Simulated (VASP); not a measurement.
# CdSe (Fm-3m) in VASP: a series of runs, part 2 of 2

VASP 6.6.1.

### Step 4. Relaxation of cell and atoms, PBE

INCAR reads:

```
ALGO = Normal
EDIFF = 1E-7
EDIFFG = -0.05
ENCUT = 500
GGA = PE
GGA_COMPAT = False
IBRION = 2
ISIF = 3
ISMEAR = 0
LASPH = True
LCHARG = False
LREAL = False
LWAVE = False
NELM = 120
NELMIN = 4
NSW = 80
PREC = Accurate
SIGMA = 0.1
```

KPOINTS reads:

```
k-points
0
Gamma
  6 6 6
```

POSCAR reads:

```
CdSe
1.0
    0.0000000000      2.7565655069      2.7565655069
    2.7565655069      0.0000000000      2.7565655069
    2.7565655069      2.7565655069      0.0000000000
Cd Se
1 1
Direct
    0.0000000000      0.0000000000      0.0000000000
    0.5000000000      0.5000000000      0.5000000000
```

Potentials or basis: VASP PAW PBE potentials, release 64 (Cd, Se).

Run with:

```
$ cat potpaw_PBE.64/Cd/POTCAR potpaw_PBE.64/Se/POTCAR > POTCAR
$ mpirun -np 1 vasp_std > vasp.out
```

OUTCAR:

```text
EDIFF = 1E-7
   EDIFFG = -0.05
   ENCUT = 500
   GGA = PE
   IBRION = 2
   ISIF = 3
   ISMEAR = 0
   LASPH = True
   LREAL = False
   NELM = 120
   NELMIN = 4
   NSW = 80
   PREC = Accurate

 ion  position               nearest neighbor table
   1  0.000  0.000  0.000-   2 2.76   2 2.76   2 2.76   2 2.76   2 2.76   2 2.76
   2  0.500  0.500  0.500-   1 2.76   1 2.76   1 2.76   1 2.76   1 2.76   1 2.76

  LATTYP: Found a face centered cubic cell.
 ALAT       =     5.5131310138

  Lattice vectors:

 A1 = (   0.0000000000,   2.7565655069,   2.7565655069)
 A2 = (   2.7565655069,   0.0000000000,   2.7565655069)
 A3 = (   2.7565655069,   2.7565655069,   0.0000000000)

Analysis of symmetry for initial positions (statically):
=====================================================================
 Subroutine PRICEL returns:
 Original cell was already a primitive cell.

 Routine SETGRP: Setting up the symmetry group for a
 face centered cubic supercell.

 Subroutine GETGRP returns: Found 48 space group operations
 (whereof 48 operations were pure point group operations)
 out of a pool of 48 trial point group operations.

The static configuration has the point symmetry O_h .

Analysis of symmetry for dynamics (positions and initial velocities):
=====================================================================
 Subroutine PRICEL returns:
 Original cell was already a primitive cell.

 Routine SETGRP: Setting up the symmetry group for a
 face centered cubic supercell.

 Subroutine GETGRP returns: Found 48 space group operations
 (whereof 48 operations were pure point group operations)
 out of a pool of 48 trial point group operations.

The dynamic configuration has the point symmetry O_h .

 Subroutine INISYM returns: Found 48 space group operations
 (whereof 48 operations are pure point group operations),
 and found     1 'primitive' translations

----------------------------------------------------------------------------------------

                                     Primitive cell

  volume of cell :      41.8924

  direct lattice vectors                    reciprocal lattice vectors
[... 116 lines left out ...]

--------------------------------------- Ionic step        1  -------------------------------------------

 number of electron      17.9999990 magnetization

 Free energy of the ion-electron system (eV)
  ---------------------------------------------------
  ext. energy  EPLUGINS =         0.00000000
  ---------------------------------------------------
  free energy    TOTEN  =        -5.04319531 eV

  energy without entropy =       -5.04015129  energy(sigma->0) =       -5.04167330

------------------------ aborting loop because EDIFF is reached ----------------------------------------

  FORCE on cell =-STRESS in cart. coord.  units (eV):
  Direction    XX          YY          ZZ          XY          YZ          ZX
  --------------------------------------------------------------------------------------
  -------------------------------------------------------------------------------------
  Total        2.6738155      2.6738155      2.6738155     -0.0000000     -0.0000000      0.0000000
  in kB      102.2603029    102.2603029    102.2603029     -0.0000000     -0.0000000      0.0000000
  external PRESSURE =     102.2603029 kB  Pullay stress =       0.0000000 kB
[... 23 lines left out ...]
--------------------------------------- Ionic step        2  -------------------------------------------

 number of electron      17.9999992 magnetization

 E-fermi :   1.7512     XC(G=0):  -9.7044

 val. band max:        1.6961335263   @ k =  -0.1667   0.1667   0.0000
 cond. band min:       2.6565540777   @ k =   0.5000   0.3333   0.0000
 fundamental gap:      0.9604205514
 Fermi energy:         1.7511830620

 k-point     1 :       0.0000    0.0000    0.0000
  band No.  band energies     occupation
      1     -10.8030      2.00000
      2      -6.0720      2.00000
      3      -6.0720      2.00000
      4      -6.0581      2.00000
      5      -6.0581      2.00000
      6      -6.0581      2.00000
      7       1.2141      2.00000
      8       1.2141      2.00000
      9       1.2141      2.00000
     10       1.5924      1.97529
     11      10.3305      0.00000
     12      10.3305      0.00000
     13      10.3305      0.00000
[... 273 lines left out ...]
--------------------------------------- Ionic step        3  -------------------------------------------

 number of electron      17.9999999 magnetization

 Free energy of the ion-electron system (eV)
  ---------------------------------------------------
  ext. energy  EPLUGINS =         0.00000000
  ---------------------------------------------------
  free energy    TOTEN  =        -5.19995208 eV

  energy without entropy =       -5.19642234  energy(sigma->0) =       -5.19818721

 E-fermi :   2.3018     XC(G=0): -10.0044

 val. band max:        2.2327761742   @ k =  -0.1667   0.1667   0.0000
 cond. band min:       2.3599624347   @ k =   0.0000   0.0000   0.0000
 fundamental gap:      0.1271862606
 Fermi energy:         2.3017662886

 k-point     1 :       0.0000    0.0000    0.0000
  band No.  band energies     occupation
      1     -10.6190      2.00000
      2      -5.6411      2.00000
      3      -5.6411      2.00000
      4      -5.6250      2.00000
      5      -5.6250      2.00000
      6      -5.6250      2.00000
      7       1.6665      2.00000
      8       1.6665      2.00000
      9       1.6665      2.00000
     10       2.3600      0.41050
     11      10.9224      0.00000
     12      10.9224      0.00000
     13      10.9224      0.00000
[... 267 lines left out ...]
  FREE ENERGIE OF THE ION-ELECTRON SYSTEM (eV)
  ---------------------------------------------------
  free  energy   TOTEN  =        -5.1999520780 eV

  energy  without entropy=       -5.1964223356  energy(sigma->0) =       -5.19818721

 reached required accuracy - stopping structural energy minimisation
```

OSZICAR:

```text
N       E                     dE             d eps       ncg     rms          rms(c)
DAV:   1     0.100495076511E+03    0.10050E+03   -0.90707E+03   440   0.124E+03
DAV:   2    -0.151646932087E+01   -0.10201E+03   -0.96831E+02   456   0.288E+02
DAV:   3    -0.542672442788E+01   -0.39103E+01   -0.38772E+01   526   0.576E+01
[... 29 lines left out ...]
DAV:   5    -0.519990938234E+01    0.27542E-03   -0.67275E-04   456   0.330E-01    0.156E-01
DAV:   6    -0.519995261156E+01   -0.43229E-04   -0.21909E-04   476   0.168E-01    0.355E-02
DAV:   7    -0.519995271975E+01   -0.10820E-06   -0.79296E-06   451   0.264E-02    0.782E-03
DAV:   8    -0.519995212818E+01    0.59158E-06   -0.12859E-06   449   0.157E-02    0.170E-03
DAV:   9    -0.519995207801E+01    0.50165E-07   -0.13695E-07   341   0.315E-03
   3 F= -.51999521E+01 E0= -.51981872E+01  d E =-.156757E+00
```

Run time: 23 s. Hardware: 1 thread of Intel Xeon Platinum 8259CL at 2.50GHz (Skylake/Cascade Lake), shared host; peak memory 0.16 GiB.

What came out:

```
Free energy                            : -5.2000 eV
Relaxed volume                         : 23.71 Å³/atom
Relaxed cell                           : a = 4.063 Å, b = 4.063 Å, c = 4.063 Å, α = 60.00°, β = 60.00°, γ = 60.00°
Space group after relaxing (to 0.05 Å) : Fm-3m (No. 225)
Energy gained by relaxing              : 78.4 meV/atom
Ionic steps                            : 3
Pressure after relaxing                : 0.0 GPa
Band gap on the k mesh                 : zero (band 9 reaches 2.23 eV, above the bottom of band 10 at 1.83 eV)
```

The path:
| step | energy change (eV) | largest force (eV/Å) | pressure (GPa) | volume (Å³) |
| --- | --- | --- | --- | --- |
| 1 | 0.0000 | 0.0000 | 10.23 | 41.89 |
| 2 | -0.1230 | 0.0000 | -3.30 | 50.53 |
| 3 | -0.1568 | 0.0000 | 0.02 | 47.42 |

Final structure:
```
Cd Se
1.0
     0.00000    2.87279    2.87279
     2.87279    0.00000    2.87279
     2.87279    2.87279    0.00000
Cd Se
1 1
Direct
  0.00000 0.00000 0.00000
  0.50000 0.50000 0.50000
```

### Step 5. Single point, PBE

This run uses another cell than the first one, of 23.61 Å³/atom, 1.127 times its volume.

INCAR reads:

```
PREC = Accurate ; ENCUT = 500
EDIFF = 1E-6 ; ISMEAR = 0
SIGMA = 0.1 ; LREAL = F
LASPH = T ; NELM = 120
ALGO = Normal ; ISIF = 2
LWAVE = F ; LCHARG = F
GGA = PE ; NBANDS = 16
GGA_COMPAT = F
```

KPOINTS reads:

```
regular mesh
0
Gamma
  12 12 12
```

POSCAR reads:

```
CdSe
1.0
    0.0000000000      2.8685983349      2.8685983349
    2.8685983349      0.0000000000      2.8685983349
    2.8685983349      2.8685983349      0.0000000000
Cd Se
1 1
Direct
    0.0000000000      0.0000000000      0.0000000000
    0.5000000000      0.5000000000      0.5000000000
```

Run with:

```
$ cat potpaw_PBE.64/Cd/POTCAR potpaw_PBE.64/Se/POTCAR > POTCAR
$ mpirun -np 1 vasp_std > vasp.out
```

Run time: 42 s. Hardware: 1 thread of Intel Xeon Platinum 8259CL at 2.50GHz (Skylake/Cascade Lake), shared host; peak memory 0.2 GiB.

The run converged. Its results:

```yaml
Free_energy: -5.2044 eV
Pressure: 0.3 GPa
Band_gap_on_the_k_mesh: zero (band 9 reaches 2.30 eV, above the bottom of band 10 at 1.86 eV)
```

Levels at points of the mesh, in eV from the Fermi level:
```tsv
k point	band 5	band 6	band 7	band 8	band 9	band 10	band 11	band 12	band 13	band 14
(0.00, 0.00, 0.00)	-7.93	-7.93	-0.64	-0.64	-0.64	0.08	8.63	8.63	8.63	9.77
(0.50, 0.00, 0.00)	-7.79	-7.79	-4.98	-0.08	-0.08	3.00	5.24	5.24	5.93	11.23
(0.50, 0.50, 0.00)	-7.74	-7.26	-4.13	-2.09	-2.09	-0.47	5.44	9.72	10.31	10.31
```

### Step 6. The runs side by side

```csv
task,cell,k mesh,gap on the mesh (eV),pressure (GPa)
single point,"a = 3.898 Å, angles 60.0°, 2 atoms",6 × 6 × 6,none,10.2
single point,"a = 4.065 Å, angles 60.0°, 2 atoms",6 × 6 × 6,none,0.0
relaxation of cell and atoms,"relaxed from a = 3.898 Å, angles 60.0°, 2 atoms",6 × 6 × 6,none,0.0
single point,"a = 4.057 Å, angles 60.0°, 2 atoms",12 × 12 × 12,none,0.3
```

Alike in all rows: level PBE; potentials or basis VASP PAW PBE potentials, release 64 (Cd, Se); no spin polarisation; cutoff (eV) 500; smearing gaussian 0.1 eV.

Absolute energies hang on the potentials; compare differences alone.
